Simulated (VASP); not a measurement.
# Ca (P6_3/mmc) in VASP: further runs

The runs below take Ca through single point, with r2SCAN.

All numbers are computed with VASP 6.6.1; they aren't measurements. Logs are shortened: lines on timing, memory, paths and dates and some standing lists are left out, and cuts for length are marked.

## Step 1: The cell of the first run

Symmetry: P6_3/mmc, No. 194, hexagonal system. The conventional cell has a = 3.936 Å, b = 3.936 Å, c = 6.474 Å, α = 90.00°, β = 90.00°, γ = 120.00°. Within 5.2 Å of Ca (site symmetry -6m2) lie 12 Ca at 3.94 to 3.96 Å.

## Step 2: Single point, r2SCAN

The input, POSCAR:

```
Ca
1.0
    3.9364726266      0.0000000000      0.0000000000
   -1.9682363133      3.4090852959      0.0000000000
    0.0000000000      0.0000000000      6.4743631030
Ca
2
Direct
    0.3333333333      0.6666666667      0.2500000000
    0.6666666667      0.3333333333      0.7500000000
```

The input, INCAR.step1:

```
PREC     = Accurate       # precision mode
ENCUT    = 520            # plane-wave cutoff, eV
ISMEAR   = -1             # smearing method
SIGMA    = 0.1            # smearing width, eV
LREAL    = False          # projectors in reciprocal space
LASPH    = True           # aspherical terms in the spheres
NELM     = 80             # most SCF steps
NBANDS   = 17             # bands
GGA      = PE             # functional
ALGO     = Normal         # electronic algorithm
EDIFF    = 1E-4           # SCF threshold, eV
LWAVE    = True           # write WAVECAR
LCHARG   = False          # write CHGCAR
```

The input, INCAR.step2:

```
PREC     = Accurate       # precision mode
ENCUT    = 520            # plane-wave cutoff, eV
EDIFF    = 1E-7           # SCF threshold, eV
ISMEAR   = -1             # smearing method
SIGMA    = 0.1            # smearing width, eV
LREAL    = False          # projectors in reciprocal space
LASPH    = True           # aspherical terms in the spheres
NELM     = 80             # most SCF steps
ALGO     = Normal         # electronic algorithm
ISIF     = 2              # what is computed and relaxed
LWAVE    = False          # write WAVECAR
LCHARG   = True           # write CHGCAR
METAGGA  = R2SCAN         # meta-GGA
LMIXTAU  = True         
LELF     = True           # ELF
LVHAR    = True         
NBANDS   = 17             # bands
ISTART   = 1
```

The input, KPOINTS:

```
Automatic mesh
0
Gamma
  9 9 5
```

Potentials or basis: VASP PAW PBE potentials, release 64 (Ca_sv).

Run with:

```console
$ cat potpaw_PBE.64/Ca_sv/POTCAR > POTCAR
$ cp INCAR.step1 INCAR
$ mpirun -np 1 vasp_std > vasp.out
$ cp INCAR.step2 INCAR
$ mpirun -np 1 vasp_std > vasp.out
```

OUTCAR:

```text
PREC = Accurate
   ENCUT = 520
   EDIFF = 1E-7
   ISMEAR = -1
   LREAL = False
   LASPH = True
   NELM = 80
   ISIF = 2
   METAGGA = R2SCAN
   ISTART = 1

 ion  position               nearest neighbor table
   1  0.333  0.667  0.250-
   2  0.667  0.333  0.750-

  LATTYP: Found a hexagonal cell.
 ALAT       =     3.9364726266
 C/A-ratio  =     1.6447118314

  Lattice vectors:

 A1 = (   3.9364726266,   0.0000000000,   0.0000000000)
 A2 = (  -1.9682363133,   3.4090852959,   0.0000000000)
 A3 = (   0.0000000000,   0.0000000000,   6.4743631030)

Analysis of symmetry for initial positions (statically):
=====================================================================
 Subroutine PRICEL returns:
 Original cell was already a primitive cell.

 Routine SETGRP: Setting up the symmetry group for a
 hexagonal supercell.

 Subroutine GETGRP returns: Found 24 space group operations
 (whereof 12 operations were pure point group operations)
 out of a pool of 24 trial point group operations.

The static configuration has the point symmetry D_3d.
 The point group associated with its full space group is D_6h.

Analysis of symmetry for dynamics (positions and initial velocities):
=====================================================================
 Subroutine PRICEL returns:
 Original cell was already a primitive cell.

 Routine SETGRP: Setting up the symmetry group for a
 hexagonal supercell.

 Subroutine GETGRP returns: Found 24 space group operations
 (whereof 12 operations were pure point group operations)
 out of a pool of 24 trial point group operations.

The dynamic configuration has the point symmetry D_3d.
 The point group associated with its full space group is D_6h.

 Subroutine INISYM returns: Found 24 space group operations
 (whereof 12 operations are pure point group operations),
 and found     1 'primitive' translations

----------------------------------------------------------------------------------------

                                     Primitive cell

  volume of cell :      86.8845

  direct lattice vectors                    reciprocal lattice vectors
     3.936472627  0.000000000  0.000000000     0.254034537  0.146666908  0.000000000
    -1.968236313  3.409085296  0.000000000     0.000000000  0.293333816  0.000000000
     0.000000000  0.000000000  6.474363103     0.000000000  0.000000000  0.154455347

  length of vectors
     3.936472627  3.936472627  6.474363103     0.293333816  0.293333816  0.154455347

  position of ions in fractional coordinates (direct lattice)
     0.333333333  0.666666667  0.250000000
     0.666666667  0.333333333  0.750000000

  ion indices of the primitive-cell ions
   primitive index   ion index
                 1           1
                 2           2

----------------------------------------------------------------------------------------

 KPOINTS: Automatic mesh

Automatic generation of k-mesh.
 Grid dimensions read from file:
 generate k-points for:    9    9    5

 Generating k-lattice:

  Cartesian coordinates                     Fractional coordinates (reciprocal lattice)
     0.028226060  0.016296323  0.000000000     0.111111111  0.000000000  0.000000000
     0.000000000  0.032592646  0.000000000     0.000000000  0.111111111  0.000000000
     0.000000000  0.000000000  0.030891069     0.000000000  0.000000000  0.200000000

  Length of vectors
     0.032592646  0.032592646  0.030891069

  Shift w.r.t. Gamma in fractional coordinates (k-lattice)
     0.000000000  0.000000000  0.000000000

 Subroutine IBZKPT returns following result:
 ===========================================

 Found     36 irreducible k-points:

 Following reciprocal coordinates:
            Coordinates               Weight
  0.000000  0.000000  0.000000      1.000000
  0.111111  0.000000  0.000000      6.000000
  0.222222  0.000000  0.000000      6.000000
  0.333333  0.000000  0.000000      6.000000
  0.444444  0.000000  0.000000      6.000000
  0.111111  0.111111  0.000000      6.000000
[... 16 lines left out ...]
  0.333333  0.222222  0.200000     24.000000
  0.333333  0.333333  0.200000      4.000000
 [... further k-points ...]
   k-points           NKPTS =     36   k-points in BZ     NKDIM =     36   number of bands    NBANDS=     17
   number of dos      NEDOS =    301   number of ions     NIONS =      2
   total plane-waves  NPLWV =  43200
   dimension x,y,z NGX =    30 NGY =   30 NGZ =   48
   dimension x,y,z NGXF=    60 NGYF=   60 NGZF=   96
   ions per type =               2
   NGX,Y,Z   is equivalent  to a cutoff of  12.67, 12.67, 12.33 a.u.
   NGXF,Y,Z  is equivalent  to a cutoff of  25.34, 25.34, 24.65 a.u.
 SYSTEM =  unknown system
   PREC   = accura    normal or accurate (medium, high low for compatibility)
   ISTART =      1    job   : 0-new  1-cont  2-samecut
   ICHARG =      0    charge: 1-file 2-atom 10-const
   ISPIN  =      1    spin polarized calculation?
   LNONCOLLINEAR =      F non collinear calculations
   LSORBIT =      F    spin-orbit coupling
   LASPH  =      T    aspherical Exc in radial PAW
   ENCUT  =  520.0 eV  38.22 Ry    6.18 a.u.   7.32  7.32 12.04*2*pi/ulx,y,z
   NELM   =     80;   NELMIN=  2; NELMDL=  0     # of ELM steps
   EDIFF  = 0.1E-06   stopping-criterion for ELM
   LREAL  =      F    real-space projection
   EDIFFG = 0.1E-05   stopping-criterion for IOM
   NSW    =      0    number of steps for IOM
   IBRION =     -1    ionic relax: 0-MD 1-quasi-New 2-CG
   NFREE  =      0    steps in history (QN), initial steepest desc. (CG)
   ISIF   =      2    stress and relaxation
   ISYM   =      2    0-nonsym 1-usesym 2-fastsym
   POTIM  = 0.5000    time-step for ionic-motion
   TEBEG  =    0.0;   TEEND  =   0.0 temperature during run
   PSTRESS=    0.0 pullay stress
   NELECT =      20.0000    total number of electrons
   NUPDOWN=      -1.0000    fix difference up-down
   EMIN   =  10.00;   EMAX   =-10.00  energy-range for DOS
   EFERMI =   0.00;   METHOD = LEGACY
   ISMEAR =    -1;   SIGMA  =   0.10  broadening in eV -4-tet -1-fermi 0-gaus
   EFERMI_NEDOS =   21; number of points for ismear=-14 and -15
   IALGO  =     38    algorithm
   IMIX   =      4    mixing-type and parameters
     AMIX     =   0.40;   BMIX     =  1.00
     AMIX_MAG =   1.60;   BMIX_MAG =  1.00
  volume/ion in A,a.u.               =      43.44       293.16
  Fermi-wavevector in a.u.,A,eV,Ry     =   1.003315  1.895991 13.696191  1.006642
  Thomas-Fermi vector in A             =   2.135859
   LORBIT       =      0    0 simple, 1 ext, 2 COOP (PROOUT), +10 PAW based schemes
   METAGGA = R2SCAN    functional components
   LHFCALC =     F    Hartree Fock is set to
   AEXX    =    0.0000 exact exchange contribution
   IVDW    =     0    specifies the selected vdW correction
   LEPSILON=     F    determine dielectric tensor
   LRPA    =     F    only Hartree local field effects (RPA)
 non-spin polarized calculation
  energy-cutoff  :      520.00
  volume of cell :       86.88
 maximum number of plane-waves:      2364
 NGX is ok and might be reduce to    30
   NGX = 15   NGY = 15   NGZ = 25

 number of electron      19.9999996 magnetization

 Free energy of the ion-electron system (eV)
  ---------------------------------------------------
  ext. energy  EPLUGINS =         0.00000000
  ---------------------------------------------------
  free energy    TOTEN  =       -14.08873050 eV

  energy without entropy =      -14.01179801  energy(sigma->0) =      -14.05026425

 E-fermi :   1.9252     XC(G=0):  -8.1259

 val. band max:        1.8828107303   @ k =   0.3333   0.2222   0.2000
 cond. band min:       1.9414447846   @ k =   0.3333   0.0000   0.0000
 fundamental gap:      0.0586340543
 Fermi energy:         1.9251973347

 k-point     1 :       0.0000    0.0000    0.0000
  band No.  band energies     occupation
      1     -41.9450      2.00000
      2     -41.9328      2.00000
      3     -22.1010      2.00000
      4     -21.9974      2.00000
      5     -21.9974      2.00000
      6     -21.9801      2.00000
[... 9 lines left out ...]
     16       4.8570      0.00000
     17       5.2800      0.00000

 k-point     2 :       0.1111    0.0000    0.0000
  band No.  band energies     occupation
      1     -41.9437      2.00000
      2     -41.9321      2.00000
      3     -22.0958      2.00000
      4     -22.0094      2.00000
      5     -22.0011      2.00000
      6     -21.9924      2.00000
[... 9 lines left out ...]
     16       4.9957      0.00000
     17       5.0548      0.00000

 k-point     3 :       0.2222    0.0000    0.0000
  band No.  band energies     occupation
      1     -41.9402      2.00000
      2     -41.9304      2.00000
      3     -22.0816      2.00000
      4     -22.0400      2.00000
      5     -22.0231      2.00000
      6     -22.0104      2.00000
[... 9 lines left out ...]
     16       5.0747      0.00000
     17       5.0753      0.00000

 k-point     4 :       0.3333    0.0000    0.0000
  band No.  band energies     occupation
      1     -41.9359      2.00000
      2     -41.9289      2.00000
      3     -22.0752      2.00000
      4     -22.0625      2.00000
      5     -22.0570      2.00000
      6     -22.0204      2.00000
[... 9 lines left out ...]
     16       5.5186      0.00000
     17       5.6880      0.00000
[... 343 lines left out ...]
      1     -41.9333      2.00000
      2     -41.9289      2.00000
      3     -22.0788      2.00000
      4     -22.0746      2.00000
      5     -22.0366      2.00000
      6     -22.0333      2.00000
[... 9 lines left out ...]
     16       5.4784      0.00000
     17       5.9127      0.00000

 k-point    23 :       0.3333    0.2222    0.2000
  band No.  band energies     occupation
      1     -41.9308      2.00000
      2     -41.9285      2.00000
      3     -22.0883      2.00000
      4     -22.0769      2.00000
      5     -22.0510      2.00000
      6     -22.0310      2.00000
[... 9 lines left out ...]
     16       5.7587      0.00000
     17       5.9159      0.00000

 k-point    24 :       0.3333    0.3333    0.2000
  band No.  band energies     occupation
      1     -41.9291      2.00000
      2     -41.9291      2.00000
      3     -22.0753      2.00000
      4     -22.0702      2.00000
      5     -22.0702      2.00000
      6     -22.0448      2.00000
[... 9 lines left out ...]
     16       5.7953      0.00000
     17       6.0976      0.00000

 [... further k-points ...]

------------------------ aborting loop because EDIFF is reached ----------------------------------------

  FORCE on cell =-STRESS in cart. coord.  units (eV):
  Direction    XX          YY          ZZ          XY          YZ          ZX
  --------------------------------------------------------------------------------------
  -------------------------------------------------------------------------------------
  Total        0.0265233      0.0265233      0.0269955      0.0000000      0.0000000      0.0000000
  in kB        0.4890983      0.4890983      0.4978062      0.0000000      0.0000000      0.0000000
  external PRESSURE =       0.4920009 kB  Pullay stress =       0.0000000 kB

 VOLUME and BASIS-vectors are now :
 -----------------------------------------------------------------------------
  energy-cutoff  :      520.00
  volume of cell :       86.88
      direct lattice vectors                 reciprocal lattice vectors
     3.936472627  0.000000000  0.000000000     0.254034537  0.146666908  0.000000000
    -1.968236313  3.409085296  0.000000000     0.000000000  0.293333816  0.000000000
     0.000000000  0.000000000  6.474363103     0.000000000  0.000000000  0.154455347

 POSITION                                       TOTAL-FORCE (eV/Angst)
 -----------------------------------------------------------------------------------
     -0.00000      2.27272      1.61859         0.000000      0.000000     -0.000000
      1.96824      1.13636      4.85577        -0.000000     -0.000000      0.000000
 -----------------------------------------------------------------------------------
    total drift:                               -0.000000      0.000000     -0.000000

  FREE ENERGIE OF THE ION-ELECTRON SYSTEM (eV)
  ---------------------------------------------------
  free  energy   TOTEN  =       -14.0887305025 eV

  energy  without entropy=      -14.0117980065  energy(sigma->0) =      -14.05026425
```

It took 3.2 min on 1 thread of Oxide Virtual Turin-like, shared host; peak memory 0.19 GiB.

What came out:

| Quantity | Value |
| --- | --- |
| Free energy | -14.0887 eV |
| Pressure | 0.0 GPa |
| Band gap on the k mesh | zero (band 10 reaches 2.16 eV, above the bottom of band 11 at 1.55 eV) |

Caveat: the PAW data sets were made with another functional, which shifts forces and pressure a little.

## Step 3: Single point, r2SCAN (volume scaled by 0.88)

The input, POSCAR:

```
Ca
1.0
    3.7722586219      0.0000000000      0.0000000000
   -1.8861293110      3.2668717962      0.0000000000
    0.0000000000      0.0000000000      6.2042783867
Ca
2
Direct
    0.3333333333      0.6666666667      0.2500000000
    0.6666666667      0.3333333333      0.7500000000
```

The input, INCAR.step1:

```
PREC = Accurate ; ENCUT = 520
ISMEAR = -1 ; SIGMA = 0.1
LREAL = False ; LASPH = True
NELM = 80 ; NBANDS = 17
GGA = PE ; ALGO = Normal
EDIFF = 1E-4 ; LWAVE = True
LCHARG = False
```

The input, INCAR.step2:

```
PREC = Accurate ; ENCUT = 520
EDIFF = 1E-6 ; ISMEAR = -1
SIGMA = 0.1 ; LREAL = False
LASPH = True ; NELM = 80
ALGO = Normal ; ISIF = 2
LWAVE = False ; LCHARG = False
METAGGA = R2SCAN ; LMIXTAU = True
NBANDS = 17 ; ISTART = 1
```

The input, KPOINTS:

```
Automatic mesh
0
Gamma
  10 10 6
```

Potentials or basis: VASP PAW PBE potentials, release 64 (Ca_sv).

Run with:

```console
$ cat potpaw_PBE.64/Ca_sv/POTCAR > POTCAR
$ cp INCAR.step1 INCAR
$ mpirun -np 1 vasp_std > vasp.out
$ cp INCAR.step2 INCAR
$ mpirun -np 1 vasp_std > vasp.out
```

OUTCAR:

```text
PREC = Accurate
   ENCUT = 520
   EDIFF = 1E-6
   ISMEAR = -1
   LREAL = False
   LASPH = True
   NELM = 80
   ISIF = 2
   METAGGA = R2SCAN
   ISTART = 1

 ion  position               nearest neighbor table
   1  0.333  0.667  0.250-
   2  0.667  0.333  0.750-

  LATTYP: Found a hexagonal cell.
 ALAT       =     3.7722586219
 C/A-ratio  =     1.6447118314

  Lattice vectors:

 A1 = (   3.7722586219,   0.0000000000,   0.0000000000)
 A2 = (  -1.8861293110,   3.2668717962,   0.0000000000)
 A3 = (   0.0000000000,   0.0000000000,   6.2042783867)

Analysis of symmetry for initial positions (statically):
=====================================================================
 Subroutine PRICEL returns:
 Original cell was already a primitive cell.

 Routine SETGRP: Setting up the symmetry group for a
 hexagonal supercell.

 Subroutine GETGRP returns: Found 24 space group operations
 (whereof 12 operations were pure point group operations)
 out of a pool of 24 trial point group operations.

[... 159 lines left out ...]
  ---------------------------------------------------
  free energy    TOTEN  =       -13.99939249 eV

  energy without entropy =      -13.92454002  energy(sigma->0) =      -13.96196625

 E-fermi :   2.4721     XC(G=0):  -8.5534

 val. band max:        2.4128712716   @ k =   0.3000   0.3000   0.0000
 cond. band min:       2.4790332016   @ k =   0.3000   0.3000   0.1667
 fundamental gap:      0.0661619300
 Fermi energy:         2.4721293411

 k-point     1 :       0.0000    0.0000    0.0000
  band No.  band energies     occupation
      1     -41.1128      2.00000
      2     -41.0905      2.00000
      3     -21.3231      2.00000
      4     -21.1571      2.00000
      5     -21.1571      2.00000
      6     -21.1302      2.00000
[... 457 lines left out ...]
      4     -21.2908      2.00000
      5     -21.2218      2.00000
      6     -21.2049      2.00000
[... 9 lines left out ...]
     16       6.8262      0.00000
     17       7.0040      0.00000

 [... further k-points ...]

------------------------ aborting loop because EDIFF is reached ----------------------------------------

  FORCE on cell =-STRESS in cart. coord.  units (eV):
  Direction    XX          YY          ZZ          XY          YZ          ZX
  --------------------------------------------------------------------------------------
  -------------------------------------------------------------------------------------
  Total        1.3119177      1.3119177      1.4763795     -0.0000000     -0.0000000     -0.0000000
  in kB       27.4911153     27.4911153     30.9373972     -0.0000000     -0.0000000     -0.0000000
  external PRESSURE =      28.6398759 kB  Pullay stress =       0.0000000 kB

 VOLUME and BASIS-vectors are now :
 -----------------------------------------------------------------------------
  energy-cutoff  :      520.00
  volume of cell :       76.46
      direct lattice vectors                 reciprocal lattice vectors
     3.772258622  0.000000000  0.000000000     0.265093171  0.153051614  0.000000000
    -1.886129311  3.266871796  0.000000000     0.000000000  0.306103227  0.000000000
     0.000000000  0.000000000  6.204278387     0.000000000  0.000000000  0.161179099

 POSITION                                       TOTAL-FORCE (eV/Angst)
 -----------------------------------------------------------------------------------
     -0.00000      2.17791      1.55107        -0.000000      0.000000     -0.000000
      1.88613      1.08896      4.65321         0.000000     -0.000000      0.000000
 -----------------------------------------------------------------------------------
    total drift:                               -0.000000      0.000000     -0.000000

  FREE ENERGIE OF THE ION-ELECTRON SYSTEM (eV)
  ---------------------------------------------------
  free  energy   TOTEN  =       -13.9993924857 eV

  energy  without entropy=      -13.9245400242  energy(sigma->0) =      -13.96196625
```

OUTCAR.step1:

```text
PREC = Accurate
   ENCUT = 520
   ISMEAR = -1
   LREAL = False
   LASPH = True
[... 704 lines left out ...]
     -0.00000      2.17791      1.55107        -0.000000      0.000000      0.000000
      1.88613      1.08896      4.65321         0.000000     -0.000000      0.000000
 -----------------------------------------------------------------------------------
    total drift:                               -0.000000      0.000000     -0.000000

  FREE ENERGIE OF THE ION-ELECTRON SYSTEM (eV)
  ---------------------------------------------------
  free  energy   TOTEN  =        -3.8399931019 eV

  energy  without entropy=       -3.7567008394  energy(sigma->0) =       -3.79834697
```

Wall time 4.7 min (1 thread of Oxide Virtual Turin-like, shared host); peak memory 0.19 GiB.

Results:

| Item | Value |
| --- | --- |
| Free energy | -13.9994 eV |
| Pressure | 2.9 GPa |
| Band gap on the k mesh | zero (band 10 reaches 2.64 eV, above the bottom of band 11 at 2.18 eV) |

Stress tensor (GPa, compression positive):
```
2.75 0.00 0.00
0.00 2.75 0.00
0.00 0.00 3.09
```

Caveat: the PAW data sets were made with another functional, which shifts forces and pressure a little.
